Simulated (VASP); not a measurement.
# WC (P-6m2) in VASP: notebook

Runs on WC. Level: PBEsol. Tasks: single point.

Everything below comes from runs of VASP 6.6.1. Logs are shortened: lines on timing, memory, paths and dates and some standing lists are left out, and cuts for length are marked.

### Step 1. The cell of the first run

It takes space group P-6m2 (No. 187, hexagonal). The conventional cell has a = 2.898 Å, b = 2.898 Å, c = 2.828 Å, α = 90.00°, β = 90.00°, γ = 120.00°. W (site symmetry -6m2) has 6 C at 2.19 Å and 8 W at 2.83 to 2.90 Å within 2.9 Å. Within 2.9 Å of C (site symmetry -6m2) lie 6 W at 2.19 Å and 8 C at 2.83 to 2.90 Å.

### Step 2. Single point, PBEsol

INCAR

```
SYSTEM = WC
  ALGO = Normal
  EDIFF = 1E-7
  ENCUT = 520
  GGA = PS
  ISIF = 2
  ISMEAR = 0
  LASPH = .TRUE.
  LCHARG = .FALSE.
  LREAL = .FALSE.
  LWAVE = .FALSE.
  NBANDS = 16
  NELM = 100
  PREC = Accurate
  SIGMA = 0.1
```

KPOINTS

```
k-points
0
G
  24 24 18
  0 0 0
```

POSCAR

```
WC
1.0
    2.8984787829      0.0000000000      0.0000000000
   -1.4492393914      2.5101562583      0.0000000000
    0.0000000000      0.0000000000      2.8277568552
W C
1 1
Direct
    0.0000000000      0.0000000000      0.0000000000
    0.6666666667      0.3333333333      0.5000000000
```

Potentials or basis: VASP PAW PBE potentials, release 64 (W_sv, C).

Launch:

```sh
cat potpaw_PBE.64/W_sv/POTCAR potpaw_PBE.64/C/POTCAR > POTCAR
mpirun -np 1 vasp_std > vasp.out
```

OUTCAR:

```text
SYSTEM = WC
   EDIFF = 1E-7
   ENCUT = 520
   GGA = PS
   ISIF = 2
   ISMEAR = 0
   LASPH = .TRUE.
   LREAL = .FALSE.
   NELM = 100
   PREC = Accurate

 ion  position               nearest neighbor table
   1  0.000  0.000  0.000-   2 2.19   2 2.19   2 2.19   2 2.19   2 2.19   2 2.19
   2  0.667  0.333  0.500-   1 2.19   1 2.19   1 2.19   1 2.19   1 2.19   1 2.19

  LATTYP: Found a hexagonal cell.
 ALAT       =     2.8984787829
 C/A-ratio  =     0.9756003293

  Lattice vectors:

 A1 = (   2.8984787829,   0.0000000000,   0.0000000000)
 A2 = (  -1.4492393914,   2.5101562583,   0.0000000000)
 A3 = (   0.0000000000,   0.0000000000,   2.8277568552)

Analysis of symmetry for initial positions (statically):
=====================================================================
 Subroutine PRICEL returns:
 Original cell was already a primitive cell.

 Routine SETGRP: Setting up the symmetry group for a
 hexagonal supercell.

 Subroutine GETGRP returns: Found 12 space group operations
 (whereof 12 operations were pure point group operations)
 out of a pool of 24 trial point group operations.

The static configuration has the point symmetry D_3h.

Analysis of symmetry for dynamics (positions and initial velocities):
=====================================================================
 Subroutine PRICEL returns:
 Original cell was already a primitive cell.

 Routine SETGRP: Setting up the symmetry group for a
 hexagonal supercell.

 Subroutine GETGRP returns: Found 12 space group operations
 (whereof 12 operations were pure point group operations)
 out of a pool of 24 trial point group operations.

The dynamic configuration has the point symmetry D_3h.

 Subroutine INISYM returns: Found 12 space group operations
 (whereof 12 operations are pure point group operations),
 and found     1 'primitive' translations

----------------------------------------------------------------------------------------

                                     Primitive cell

  volume of cell :      20.5737

  direct lattice vectors                    reciprocal lattice vectors
     2.898478783  0.000000000  0.000000000     0.345008563  0.199190787  0.000000000
    -1.449239391  2.510156258  0.000000000     0.000000000  0.398381574  0.000000000
     0.000000000  0.000000000  2.827756855     0.000000000  0.000000000  0.353637194

  length of vectors
     2.898478783  2.898478783  2.827756855     0.398381574  0.398381574  0.353637194

  position of ions in fractional coordinates (direct lattice)
     0.000000000  0.000000000  0.000000000
     0.666666667  0.333333333  0.500000000

  ion indices of the primitive-cell ions
   primitive index   ion index
                 1           1
                 2           2

----------------------------------------------------------------------------------------

 KPOINTS: k-points

Automatic generation of k-mesh.
 Grid dimensions read from file:
 generate k-points for:   24   24   18

 Generating k-lattice:

  Cartesian coordinates                     Fractional coordinates (reciprocal lattice)
     0.014375357  0.008299616  0.000000000     0.041666667 -0.000000000  0.000000000
     0.000000000  0.016599232  0.000000000     0.000000000  0.041666667  0.000000000
     0.000000000  0.000000000  0.019646511     0.000000000  0.000000000  0.055555556

  Length of vectors
     0.016599232  0.016599232  0.019646511

  Shift w.r.t. Gamma in fractional coordinates (k-lattice)
     0.000000000  0.000000000  0.000000000

 Subroutine IBZKPT returns following result:
 ===========================================

 Found    610 irreducible k-points:

 Following reciprocal coordinates:
            Coordinates               Weight
  0.000000  0.000000  0.000000      1.000000
  0.041667  0.000000  0.000000      6.000000
  0.083333  0.000000  0.000000      6.000000
  0.125000 -0.000000  0.000000      6.000000
  0.166667  0.000000  0.000000      6.000000
  0.208333 -0.000000  0.000000      6.000000
[... 16 lines left out ...]
  0.416667  0.041667  0.000000     12.000000
  0.458333  0.041667  0.000000     12.000000
 [... further k-points ...]
   k-points           NKPTS =    610   k-points in BZ     NKDIM =    610   number of bands    NBANDS=     16
   number of dos      NEDOS =    301   number of ions     NIONS =      2
   total plane-waves  NPLWV =  13824
   dimension x,y,z NGX =    24 NGY =   24 NGZ =   24
   dimension x,y,z NGXF=    48 NGYF=   48 NGZF=   48
   ions per type =               1   1
   NGX,Y,Z   is equivalent  to a cutoff of  13.77, 13.77, 14.11 a.u.
   NGXF,Y,Z  is equivalent  to a cutoff of  27.53, 27.53, 28.22 a.u.
 SYSTEM =  WC
   PREC   = accura    normal or accurate (medium, high low for compatibility)
   ISTART =      0    job   : 0-new  1-cont  2-samecut
   ICHARG =      2    charge: 1-file 2-atom 10-const
   ISPIN  =      1    spin polarized calculation?
   LNONCOLLINEAR =      F non collinear calculations
   LSORBIT =      F    spin-orbit coupling
   LASPH  =      T    aspherical Exc in radial PAW
   ENCUT  =  520.0 eV  38.22 Ry    6.18 a.u.   5.39  5.39  5.26*2*pi/ulx,y,z
   NELM   =    100;   NELMIN=  2; NELMDL= -5     # of ELM steps
   EDIFF  = 0.1E-06   stopping-criterion for ELM
   LREAL  =      F    real-space projection
   EDIFFG = 0.1E-05   stopping-criterion for IOM
   NSW    =      0    number of steps for IOM
   IBRION =     -1    ionic relax: 0-MD 1-quasi-New 2-CG
   NFREE  =      0    steps in history (QN), initial steepest desc. (CG)
   ISIF   =      2    stress and relaxation
   ISYM   =      2    0-nonsym 1-usesym 2-fastsym
   POTIM  = 0.5000    time-step for ionic-motion
   TEBEG  =    0.0;   TEEND  =   0.0 temperature during run
   PSTRESS=    0.0 pullay stress
   NELECT =      18.0000    total number of electrons
   NUPDOWN=      -1.0000    fix difference up-down
   EMIN   =  10.00;   EMAX   =-10.00  energy-range for DOS
   EFERMI =   0.00;   METHOD = LEGACY
   ISMEAR =     0;   SIGMA  =   0.10  broadening in eV -4-tet -1-fermi 0-gaus
   EFERMI_NEDOS =   21; number of points for ismear=-14 and -15
   IALGO  =     38    algorithm
   IMIX   =      4    mixing-type and parameters
     AMIX     =   0.40;   BMIX     =  1.00
     AMIX_MAG =   1.60;   BMIX_MAG =  1.00
  volume/ion in A,a.u.               =      10.29        69.42
  Fermi-wavevector in a.u.,A,eV,Ry     =   1.565770  2.958877 33.356536  2.451636
  Thomas-Fermi vector in A             =   2.668197
   LORBIT       =      0    0 simple, 1 ext, 2 COOP (PROOUT), +10 PAW based schemes
   GGA     = PS    functional components
   LHFCALC =     F    Hartree Fock is set to
   AEXX    =    0.0000 exact exchange contribution
   IVDW    =     0    specifies the selected vdW correction
   LEPSILON=     F    determine dielectric tensor
   LRPA    =     F    only Hartree local field effects (RPA)
 non-spin polarized calculation
 Gauss-broadening in eV      SIGMA  =   0.10
  energy-cutoff  :      520.00
  volume of cell :       20.57
 maximum number of plane-waves:       575
 NGX is ok and might be reduce to    24
   NGX = 11   NGY = 11   NGZ = 11

 number of electron      18.0000001 magnetization

 Free energy of the ion-electron system (eV)
  ---------------------------------------------------
  ext. energy  EPLUGINS =         0.00000000
  ---------------------------------------------------
  free energy    TOTEN  =       -23.90035150 eV

  energy without entropy =      -23.89887130  energy(sigma->0) =      -23.89961140

 E-fermi :  11.0484     XC(G=0): -13.9757

 val. band max:       11.0242279457   @ k =   0.0417   0.0000   0.0000
 cond. band min:      11.0486378861   @ k =   0.4583   0.0417   0.3889
 fundamental gap:      0.0244099404
 Fermi energy:        11.0483850787

 k-point     1 :       0.0000    0.0000    0.0000
  band No.  band energies     occupation
      1     -62.8612      2.00000
      2     -26.8477      2.00000
      3     -26.7418      2.00000
      4     -26.7418      2.00000
      5      -3.4387      2.00000
      6       6.6758      2.00000
[... 8 lines left out ...]
     15      25.4466      0.00000
     16      27.8361      0.00000

 k-point     2 :       0.0417    0.0000    0.0000
  band No.  band energies     occupation
      1     -62.8602      2.00000
      2     -26.8457      2.00000
      3     -26.7570      2.00000
      4     -26.7452      2.00000
      5      -3.3918      2.00000
      6       6.6951      2.00000
[... 8 lines left out ...]
     15      25.3276      0.00000
     16      27.9348      0.00000

 k-point     3 :       0.0833    0.0000    0.0000
  band No.  band energies     occupation
      1     -62.8572      2.00000
      2     -26.8400      2.00000
      3     -26.8016      2.00000
      4     -26.7553      2.00000
      5      -3.2532      2.00000
      6       6.7226      2.00000
[... 8 lines left out ...]
     15      25.0827      0.00000
     16      28.2243      0.00000

 k-point     4 :       0.1250   -0.0000    0.0000
  band No.  band energies     occupation
      1     -62.8523      2.00000
      2     -26.8719      2.00000
      3     -26.8309      2.00000
      4     -26.7712      2.00000
      5      -3.0291      2.00000
      6       6.6274      2.00000
[... 8 lines left out ...]
     15      24.8624      0.00000
     16      28.6858      0.00000
[... 324 lines left out ...]
 k-point    22 :       0.3750    0.0417    0.0000
  band No.  band energies     occupation
      1     -62.8062      2.00000
      2     -27.4997      2.00000
      3     -26.9283      2.00000
      4     -26.7431      2.00000
      5      -0.4800      2.00000
      6       4.2972      2.00000
[... 8 lines left out ...]
     15      25.2737      0.00000
     16      28.1961      0.00000

 k-point    23 :       0.4167    0.0417    0.0000
  band No.  band energies     occupation
      1     -62.8022      2.00000
      2     -27.5510      2.00000
      3     -26.9414      2.00000
      4     -26.7355      2.00000
      5      -0.1901      2.00000
      6       4.1034      2.00000
[... 8 lines left out ...]
     15      24.5264      0.00000
     16      28.7928      0.00000

 k-point    24 :       0.4583    0.0417    0.0000
  band No.  band energies     occupation
      1     -62.8002      2.00000
      2     -27.5775      2.00000
      3     -26.9482      2.00000
      4     -26.7316      2.00000
      5      -0.0302      2.00000
      6       4.0000      2.00000
[... 8 lines left out ...]
     15      24.1024      0.00000
     16      29.1532      0.00000

 [... further k-points ...]
[... 5 lines left out ...]
  --------------------------------------------------------------------------------------
  -------------------------------------------------------------------------------------
  Total        0.1622532      0.1622532      0.1712396      0.0000000     -0.0000000     -0.0000000
  in kB       12.6354584     12.6354584     13.3352700      0.0000000     -0.0000000     -0.0000000
  external PRESSURE =      12.8687289 kB  Pullay stress =       0.0000000 kB

 VOLUME and BASIS-vectors are now :
 -----------------------------------------------------------------------------
  energy-cutoff  :      520.00
  volume of cell :       20.57
      direct lattice vectors                 reciprocal lattice vectors
     2.898478783  0.000000000  0.000000000     0.345008563  0.199190787  0.000000000
    -1.449239391  2.510156258  0.000000000     0.000000000  0.398381574  0.000000000
     0.000000000  0.000000000  2.827756855     0.000000000  0.000000000  0.353637194

 POSITION                                       TOTAL-FORCE (eV/Angst)
 -----------------------------------------------------------------------------------
      0.00000      0.00000      0.00000         0.000000     -0.000000      0.000000
      1.44924      0.83672      1.41388        -0.000000      0.000000      0.000000
 -----------------------------------------------------------------------------------
    total drift:                                0.000000     -0.000000      0.000000

  FREE ENERGIE OF THE ION-ELECTRON SYSTEM (eV)
  ---------------------------------------------------
  free  energy   TOTEN  =       -23.9003514959 eV

  energy  without entropy=      -23.8988713024  energy(sigma->0) =      -23.89961140
```

Run time: 94 s. Hardware: 1 thread of Intel Xeon Platinum 8259CL at 2.50GHz (Skylake/Cascade Lake), shared host; peak memory 0.31 GiB.

Results:

- Free energy: -23.9004 eV
- Pressure: 1.3 GPa
- Band gap on the k mesh: zero (band 9 reaches 11.73 eV, above the bottom of band 10 at 10.45 eV)

Caveat: the PAW data sets were made with another functional, which shifts forces and pressure a little; spin-orbit coupling is left out, which moves the levels of the heavy elements.

[end of part 1 of 3]
